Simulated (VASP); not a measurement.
# B in VASP: notebook

Runs on B. Level: PBE. Tasks: single point, relaxation of cell and atoms.

All numbers are computed with VASP 6.6.1; they aren't measurements. Logs are shortened: lines on timing, memory, paths and dates and some standing lists are left out, and cuts for length are marked.

**1. The cell of the first run**

The typed cell holds 4 atoms: a = 3.158 Å, b = 2.898 Å, c = 4.603 Å, α = 108.30°, β = 134.92°, γ = 62.39°.

**2. Single point, PBE**

The input, INCAR:

```
PREC     = Accurate       # precision mode
ENCUT    = 520            # plane-wave cutoff, eV
EDIFF    = 1E-7           # SCF threshold, eV
ISMEAR   = 0              # smearing method
SIGMA    = 0.1            # smearing width, eV
LREAL    = False          # projectors in reciprocal space
LASPH    = True           # aspherical terms in the spheres
NELM     = 100            # most SCF steps
ALGO     = Normal         # electronic algorithm
ISIF     = 2              # what is computed and relaxed
LWAVE    = False          # write WAVECAR
LCHARG   = False          # write CHGCAR
GGA      = PE             # functional
NBANDS   = 14             # bands
```

The input, KPOINTS:

```
Automatic mesh
0
Gamma
  6 8 4
```

The input, POSCAR:

```
B
1.0
    3.1337536834      0.1356603905     -0.3660727013
    1.2683886301      2.5947099172      0.2357505020
   -2.8322605016     -0.5550896156      3.5856983856
B
4
Direct
    0.2305447547      0.0344223917      0.2706089688
    0.4411132121      0.1636254906      0.7464364170
    0.6518850863      0.4910564792      0.6112287622
    0.4413118885      0.3618685030      0.1353981384
```

Potentials or basis: VASP PAW PBE potentials, release 64 (B).

Launch:

```sh
$ cat potpaw_PBE.64/B/POTCAR > POTCAR
$ mpirun -np 1 vasp_std > vasp.out
```

OUTCAR:

```text
PREC = Accurate
   ENCUT = 520
   EDIFF = 1E-7
   ISMEAR = 0
   LREAL = False
   LASPH = True
   NELM = 100
   ISIF = 2
   GGA = PE

 ion  position               nearest neighbor table
   1  0.231  0.034  0.271-   2 1.74   4 1.80   4 1.81   3 1.83   3 1.84   2 1.84   4 1.87
   2  0.441  0.164  0.746-   4 1.70   1 1.74   3 1.80   3 1.81   1 1.84   3 1.87
   3  0.652  0.491  0.611-   4 1.74   2 1.80   2 1.81   1 1.83   1 1.84   4 1.84   2 1.87
   4  0.441  0.362  0.135-   2 1.70   3 1.74   1 1.80   1 1.81   3 1.84   1 1.87

  LATTYP: Found a triclinic cell.
 ALAT       =     3.1446307454
 B/A-ratio  =     0.9214887343
 C/A-ratio  =     1.0369417032
 COS(alpha) =     0.0056240862
 COS(beta)  =     0.0335335567
 COS(gamma) =     0.4561285002

  Lattice vectors:

 A1 = (   1.8653650533,  -2.4590495267,  -0.6018232033)
 A2 = (  -1.2683886301,  -2.5947099172,  -0.2357505020)
 A3 = (  -0.3014931818,   0.4194292251,  -3.2196256843)

Analysis of symmetry for initial positions (statically):
=====================================================================
 Subroutine PRICEL returns:
 Original cell was already a primitive cell.

 Routine SETGRP: Setting up the symmetry group for a
 triclinic supercell.

 Subroutine GETGRP returns: Found  1 space group operations
 (whereof  1 operations were pure point group operations)
 out of a pool of  2 trial point group operations.

The static configuration has the point symmetry C_1 .

Analysis of symmetry for dynamics (positions and initial velocities):
=====================================================================
 Subroutine PRICEL returns:
 Original cell was already a primitive cell.

 Routine SETGRP: Setting up the symmetry group for a
 triclinic supercell.

 Subroutine GETGRP returns: Found  1 space group operations
 (whereof  1 operations were pure point group operations)
 out of a pool of  2 trial point group operations.

The dynamic configuration has the point symmetry C_1 .

 Subroutine INISYM returns: Found  1 space group operations
 (whereof  1 operations are pure point group operations),
 and found     1 'primitive' translations

----------------------------------------------------------------------------------------

                                     Primitive cell

  volume of cell :      26.4260

  direct lattice vectors                    reciprocal lattice vectors
     3.133753683  0.135660391 -0.366072701     0.357023829 -0.197372547  0.251450328
     1.268388630  2.594709917  0.235750502    -0.010718010  0.385979123  0.051286189
    -2.832260502 -0.555089616  3.585698386     0.037154116 -0.045527386  0.301184941

  length of vectors
     3.157978010  2.897741805  4.602940032     0.479217283  0.389518975  0.306864041

  position of ions in fractional coordinates (direct lattice)
     0.230544755  0.034422392  0.270608969
     0.441113212  0.163625491  0.746436417
     0.651885086  0.491056479  0.611228762
     0.441311889  0.361868503  0.135398138

  ion indices of the primitive-cell ions
   primitive index   ion index
                 1           1
                 2           2
                 3           3
                 4           4

----------------------------------------------------------------------------------------

 KPOINTS: Automatic mesh

Automatic generation of k-mesh.
 Grid dimensions read from file:
 generate k-points for:    6    8    4

 Generating k-lattice:

  Cartesian coordinates                     Fractional coordinates (reciprocal lattice)
     0.059503971 -0.032895425  0.041908388     0.166666667 -0.000000000  0.000000000
    -0.001339751  0.048247390  0.006410774     0.000000000  0.125000000 -0.000000000
     0.009288529 -0.011381846  0.075296235    -0.000000000  0.000000000  0.250000000

  Length of vectors
     0.079869547  0.048689872  0.076716010

  Shift w.r.t. Gamma in fractional coordinates (k-lattice)
     0.000000000  0.000000000  0.000000000

 Subroutine IBZKPT returns following result:
 ===========================================

 Found    100 irreducible k-points:

 Following reciprocal coordinates:
            Coordinates               Weight
  0.000000  0.000000  0.000000      1.000000
  0.166667 -0.000000  0.000000      2.000000
  0.333333 -0.000000  0.000000      2.000000
  0.500000 -0.000000 -0.000000      1.000000
 -0.000000  0.125000 -0.000000      2.000000
  0.166667  0.125000  0.000000      2.000000
[... 16 lines left out ...]
 -0.000000  0.500000 -0.000000      1.000000
  0.166667  0.500000  0.000000      2.000000
 [... further k-points ...]
   k-points           NKPTS =    100   k-points in BZ     NKDIM =    100   number of bands    NBANDS=     14
   number of dos      NEDOS =    301   number of ions     NIONS =      4
   total plane-waves  NPLWV =  20736
   dimension x,y,z NGX =    24 NGY =   24 NGZ =   36
   dimension x,y,z NGXF=    48 NGYF=   48 NGZF=   72
   ions per type =               4
   NGX,Y,Z   is equivalent  to a cutoff of  12.63, 13.77, 13.00 a.u.
   NGXF,Y,Z  is equivalent  to a cutoff of  25.27, 27.54, 26.00 a.u.
 SYSTEM =  unknown system
   PREC   = accura    normal or accurate (medium, high low for compatibility)
   ISTART =      0    job   : 0-new  1-cont  2-samecut
   ICHARG =      2    charge: 1-file 2-atom 10-const
   ISPIN  =      1    spin polarized calculation?
   LNONCOLLINEAR =      F non collinear calculations
   LSORBIT =      F    spin-orbit coupling
   LASPH  =      T    aspherical Exc in radial PAW
   ENCUT  =  520.0 eV  38.22 Ry    6.18 a.u.   5.87  5.39  8.56*2*pi/ulx,y,z
   NELM   =    100;   NELMIN=  2; NELMDL= -5     # of ELM steps
   EDIFF  = 0.1E-06   stopping-criterion for ELM
   LREAL  =      F    real-space projection
   EDIFFG = 0.1E-05   stopping-criterion for IOM
   NSW    =      0    number of steps for IOM
   IBRION =     -1    ionic relax: 0-MD 1-quasi-New 2-CG
   NFREE  =      0    steps in history (QN), initial steepest desc. (CG)
   ISIF   =      2    stress and relaxation
   ISYM   =      2    0-nonsym 1-usesym 2-fastsym
   POTIM  = 0.5000    time-step for ionic-motion
   TEBEG  =    0.0;   TEEND  =   0.0 temperature during run
   PSTRESS=    0.0 pullay stress
   NELECT =      12.0000    total number of electrons
   NUPDOWN=      -1.0000    fix difference up-down
   EMIN   =  10.00;   EMAX   =-10.00  energy-range for DOS
   EFERMI =   0.00;   METHOD = LEGACY
   ISMEAR =     0;   SIGMA  =   0.10  broadening in eV -4-tet -1-fermi 0-gaus
   EFERMI_NEDOS =   21; number of points for ismear=-14 and -15
   IALGO  =     38    algorithm
   IMIX   =      4    mixing-type and parameters
     AMIX     =   0.40;   BMIX     =  1.00
     AMIX_MAG =   1.60;   BMIX_MAG =  1.00
  volume/ion in A,a.u.               =       6.61        44.58
  Fermi-wavevector in a.u.,A,eV,Ry     =   1.258321  2.377882 21.543082  1.583372
  Thomas-Fermi vector in A             =   2.391936
   LORBIT       =      0    0 simple, 1 ext, 2 COOP (PROOUT), +10 PAW based schemes
   GGA     = PE    functional components
   LHFCALC =     F    Hartree Fock is set to
   AEXX    =    0.0000 exact exchange contribution
   IVDW    =     0    specifies the selected vdW correction
   LEPSILON=     F    determine dielectric tensor
   LRPA    =     F    only Hartree local field effects (RPA)
 non-spin polarized calculation
 Gauss-broadening in eV      SIGMA  =   0.10
  energy-cutoff  :      520.00
  volume of cell :       26.43
 maximum number of plane-waves:       726
   NGX = 11   NGY = 11   NGZ = 17

 number of electron      12.0000000 magnetization

 Free energy of the ion-electron system (eV)
  ---------------------------------------------------
  ext. energy  EPLUGINS =         0.00000000
  ---------------------------------------------------
  free energy    TOTEN  =       -25.94509320 eV

  energy without entropy =      -25.94213462  energy(sigma->0) =      -25.94361391

 E-fermi :   8.4155     XC(G=0): -12.1580

 val. band max:        8.3870819091   @ k =  -0.1667  -0.2500   0.2500
 cond. band min:       8.4433016268   @ k =  -0.3333  -0.3750   0.2500
 fundamental gap:      0.0562197177
 Fermi energy:         8.4155262025

 k-point     1 :       0.0000    0.0000    0.0000
  band No.  band energies     occupation
      1      -9.1871      2.00000
      2      -0.2635      2.00000
      3       3.0390      2.00000
      4       4.5199      2.00000
      5       4.6963      2.00000
      6       4.9348      2.00000
      7       9.1203      0.00000
      8      12.2752      0.00000
      9      14.0483      0.00000
     10      14.9078      0.00000
     11      16.0614      0.00000
     12      16.5918      0.00000
     13      18.1073      0.00000
     14      18.5521      0.00000

 k-point     2 :       0.1667   -0.0000    0.0000
  band No.  band energies     occupation
      1      -8.4524      2.00000
      2      -1.8033      2.00000
      3       0.7677      2.00000
      4       4.0330      2.00000
      5       5.6868      2.00000
      6       8.0886      2.00000
      7       9.7559      0.00000
      8      11.2229      0.00000
      9      12.0911      0.00000
     10      14.2978      0.00000
     11      16.0772      0.00000
     12      18.3510      0.00000
     13      18.4298      0.00000
     14      19.4676      0.00000
[... 343 lines left out ...]
      1      -5.4700      2.00000
      2      -4.2052      2.00000
      3       1.0625      2.00000
      4       2.7731      2.00000
      5       3.4765      2.00000
      6       4.7091      2.00000
      7       8.5872      0.01517
      8      10.3130      0.00000
      9      14.1023      0.00000
     10      15.6536      0.00000
     11      16.6029      0.00000
     12      18.4079      0.00000
     13      21.1271      0.00000
     14      23.0585      0.00000

 k-point    24 :       0.1667    0.5000    0.0000
  band No.  band energies     occupation
      1      -5.5612      2.00000
      2      -2.9462      2.00000
      3      -0.1312      2.00000
      4       0.9159      2.00000
      5       3.1540      2.00000
      6       5.5780      2.00000
      7      10.3856      0.00000
      8      11.5685      0.00000
      9      12.6578      0.00000
     10      14.2724      0.00000
     11      17.2256      0.00000
     12      19.0239      0.00000
     13      22.2893      0.00000
     14      23.5218      0.00000

 [... further k-points ...]

------------------------ aborting loop because EDIFF is reached ----------------------------------------

  FORCE on cell =-STRESS in cart. coord.  units (eV):
  Direction    XX          YY          ZZ          XY          YZ          ZX
  --------------------------------------------------------------------------------------
  -------------------------------------------------------------------------------------
  Total        0.0185539      0.0467935      0.0001724     -0.0002242      0.0028204     -0.0219230
  in kB        1.1249013      2.8370357      0.0104552     -0.0135953      0.1709976     -1.3291645
  external PRESSURE =       1.3241307 kB  Pullay stress =       0.0000000 kB

 VOLUME and BASIS-vectors are now :
 -----------------------------------------------------------------------------
  energy-cutoff  :      520.00
  volume of cell :       26.43
      direct lattice vectors                 reciprocal lattice vectors
     3.133753683  0.135660391 -0.366072701     0.357023829 -0.197372547  0.251450328
     1.268388630  2.594709917  0.235750502    -0.010718010  0.385979123  0.051286189
    -2.832260502 -0.555089616  3.585698386     0.037154116 -0.045527386  0.301184941

 POSITION                                       TOTAL-FORCE (eV/Angst)
 -----------------------------------------------------------------------------------
     -0.00030     -0.02962      0.89404         0.001021     -0.007359     -0.007101
     -0.52422      0.07006      2.55359         0.001590      0.001819      0.012916
      0.93454      1.02330      2.06881        -0.000918      0.007703      0.006991
      1.45847      0.92365      0.40926        -0.001693     -0.002163     -0.012806
 -----------------------------------------------------------------------------------
    total drift:                               -0.000003     -0.000001     -0.000003

  FREE ENERGIE OF THE ION-ELECTRON SYSTEM (eV)
  ---------------------------------------------------
  free  energy   TOTEN  =       -25.9450931975 eV

  energy  without entropy=      -25.9421346155  energy(sigma->0) =      -25.94361391
```

Wall time 12 s (1 thread of Intel Xeon 6975P-C (Granite Rapids), shared host); peak memory 0.16 GiB.

What came out:

* Free energy: -25.9451 eV
* Pressure: 0.1 GPa
* Largest force: 0.013 eV/Å
* Band gap on the k mesh: zero (band 6 reaches 9.60 eV, above the bottom of band 7 at 8.35 eV)

Forces on the atoms (eV/Å):
```
B    0.001 -0.007 -0.007
B    0.002  0.002  0.013
B   -0.001  0.008  0.007
B   -0.002 -0.002 -0.013
```

Caveat: the k points lie up to 0.50 Å⁻¹ apart.

(Part 1 of 2 ends here.)
